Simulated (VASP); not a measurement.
Wanted: the native input for a VASP 6.6.1 run.

| Property | Result |
| --- | --- |
| Task | single point |
| Functional | PBE |
| Potentials or basis | VASP PAW PBE potentials, release 64 (Si, B) |
| Cutoff | 500 eV |
| k mesh | 5 × 5 × 3 |
| Occupations | gaussian, width 0.2 eV |
| Spin | no spin polarisation |
| Dipole correction | no |
| Further INCAR settings | ALGO = Normal; EDIFF = 1e-06; NBANDS = 18 |

The structure of SiB5 lies in POSCAR:

```
SiB5
1.0
    4.0939631382      0.0000000000      0.0000000000
    0.0000000000      4.0939631382      0.0000000000
    0.0000000000      0.0000000000      3.9460413480
Si B
1 5
Direct
    0.5000000000      0.5000000000      0.5000000000
    0.2963904753      0.0000000000      0.0000000000
    0.7036095247      0.0000000000      0.0000000000
    0.0000000000      0.2963904753      0.0000000000
    0.0000000000      0.7036095247      0.0000000000
    0.5000000000      0.5000000000      0.0000000000
```

These files were run (other wordings do the same):

INCAR

```
  ALGO = Normal
  EDIFF = 1E-6
  ENCUT = 500
  GGA = PE
  GGA_COMPAT = False
  ISIF = 2
  ISMEAR = 0
  LASPH = True
  LCHARG = True
  LELF = True
  LREAL = False
  LVHAR = True
  LWAVE = False
  NBANDS = 18
  NELM = 120
  PREC = Accurate
  SIGMA = 0.2
```

KPOINTS

```
k-points
0
Gamma
  5 5 3
```

Potentials or basis: VASP PAW PBE potentials, release 64 (Si, B).

The run is started by

```sh
$ cat potpaw_PBE.64/Si/POTCAR potpaw_PBE.64/B/POTCAR > POTCAR
$ mpirun -np 1 vasp_std > vasp.out
```

Results of the run:

```json
{
  "Pressure": "-0.2 GPa",
  "Largest force": "0.031 eV/Å"
}
```

Caveat: the k points lie up to 0.53 Å⁻¹ apart.

It took 7.6 s on 1 thread of Intel(R) Xeon(R) 6975P-C (Granite Rapids) (shared host), peak memory 0.15 GiB.
